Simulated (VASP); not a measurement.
Write the native input for VASP 6.6.1 that does the following.

```yaml
Task: single point
Functional: PBEsol
Potentials_or_basis: VASP PAW PBE potentials, release 64 (Cd, Mg, Te)
Cutoff: 500 eV
k_mesh: 1 × 1 × 1, shifted
Occupations: fermi-dirac, width 0.05 eV
Spin: no spin polarisation
Dipole_correction: no
Further_INCAR_settings: LREAL = Auto; ALGO = Normal; EDIFF = 1e-06; NBANDS = 226; ISYM = -1
```

The structure of Mg5Cd3Te8 lies in POSCAR:

```
Mg5Cd3Te8
1.0
   12.9156402474      0.0000000000      0.0000000000
    0.0000000000     12.9156402474      0.0000000000
    0.0000000000      0.0000000000     12.9156402474
Cd Mg Te
12 20 32
Direct
    0.0003710000      0.9996730000      0.9990840000
    0.0003700000      0.0001240000      0.5005780000
    0.4999020000      0.9995360000      0.9992350000
    0.2515890000      0.2511750000      0.0007200000
    0.2518780000      0.2512540000      0.5010400000
    0.7496950000      0.2512830000      0.0006810000
    0.7500010000      0.2505560000      0.5003850000
    0.7501490000      0.7490890000      0.9999680000
    0.2517710000      0.5016430000      0.2506520000
    0.0005870000      0.2500290000      0.2508560000
    0.0001610000      0.2506920000      0.7513760000
    0.0004870000      0.7484790000      0.2509270000
    0.9994250000      0.4999640000      0.9996020000
    0.9996560000      0.5010410000      0.4999130000
    0.4994210000      0.9994100000      0.4992410000
    0.4997470000      0.5010060000      0.9982580000
    0.5008650000      0.5005150000      0.4993330000
    0.2498500000      0.7499880000      0.9990500000
    0.2499680000      0.7499840000      0.5007690000
    0.7493150000      0.7503910000      0.4991700000
    0.2500090000      0.0001260000      0.2495810000
    0.2498470000      0.9990120000      0.7498830000
    0.2498560000      0.5009850000      0.7493030000
    0.7488620000      0.9987630000      0.2493770000
    0.7491770000      0.9995560000      0.7484190000
    0.7490840000      0.4997430000      0.2496880000
    0.7486350000      0.5000590000      0.7497100000
    0.9992440000      0.7494070000      0.7491200000
    0.4998430000      0.2491830000      0.2507700000
    0.5001260000      0.2496730000      0.7497130000
    0.5001080000      0.7509440000      0.2488700000
    0.4994980000      0.7494510000      0.7492080000
    0.1257160000      0.1246120000      0.1249240000
    0.1260120000      0.1250060000      0.6260020000
    0.1253510000      0.6243720000      0.1228340000
    0.1248530000      0.6251810000      0.6245600000
    0.6245520000      0.1246740000      0.1262690000
    0.6232150000      0.1239260000      0.6249540000
    0.6234210000      0.6237660000      0.1254690000
    0.6250370000      0.6253190000      0.6246030000
    0.3781840000      0.3759270000      0.1256790000
    0.3771740000      0.3774570000      0.6262820000
    0.3734160000      0.8741160000      0.1250060000
    0.3751190000      0.8750930000      0.6249300000
    0.8753180000      0.3769890000      0.1256740000
    0.8751260000      0.3769110000      0.6252930000
    0.8748460000      0.8749250000      0.1257260000
    0.8737510000      0.8738210000      0.6251590000
    0.3751770000      0.1239810000      0.3741040000
    0.3745010000      0.1248420000      0.8727360000
    0.3770340000      0.6274820000      0.3763680000
    0.3746140000      0.6254450000      0.8742200000
    0.8732920000      0.1232720000      0.3738610000
    0.8727880000      0.1238760000      0.8738920000
    0.8729060000      0.6236490000      0.3755930000
    0.8753160000      0.6234420000      0.8732430000
    0.1250290000      0.3765010000      0.3760850000
    0.1259640000      0.3772060000      0.8753390000
    0.1268590000      0.8749030000      0.3749260000
    0.1252290000      0.8733070000      0.8730440000
    0.6237370000      0.3755640000      0.3739580000
    0.6234720000      0.3756870000      0.8737270000
    0.6244210000      0.8748670000      0.3745870000
    0.6249520000      0.8740450000      0.8725720000
```

One way to write it, as run:

INCAR

```
ALGO = Normal
EDIFF = 1E-6
ENCUT = 500
GGA = PS
GGA_COMPAT = F
ISIF = 2
ISMEAR = -1
ISYM = -1
LASPH = T
LCHARG = F
LREAL = Auto
LWAVE = F
NBANDS = 226
NELM = 120
PREC = Accurate
SIGMA = 0.05
```

KPOINTS

```
explicit points
1
Reciprocal
  0.25000000   0.25000000   0.25000000 1
```

Potentials or basis: VASP PAW PBE potentials, release 64 (Cd, Mg, Te).

Launch:

```sh
$ cat potpaw_PBE.64/Cd/POTCAR potpaw_PBE.64/Mg/POTCAR potpaw_PBE.64/Te/POTCAR > POTCAR
$ mpirun -np 1 vasp_std > vasp.out
```

Results of the run:

```yaml
Pressure: 0.1 GPa
Largest_force: 0.033 eV/Å
Band_gap_on_the_k_mesh: 2.41 eV
```

Caveat: the PAW data sets were made with another functional, which shifts forces and pressure a little; spin-orbit coupling is left out, which moves the levels of the heavy elements; a shifted mesh leaves out Γ, where band edges can lie.

It took 22 min on 1 thread of Intel(R) Xeon(R) Platinum 8375C CPU @ 2.90GHz (Ice Lake), on a shared host, peak memory 1.6 GiB.
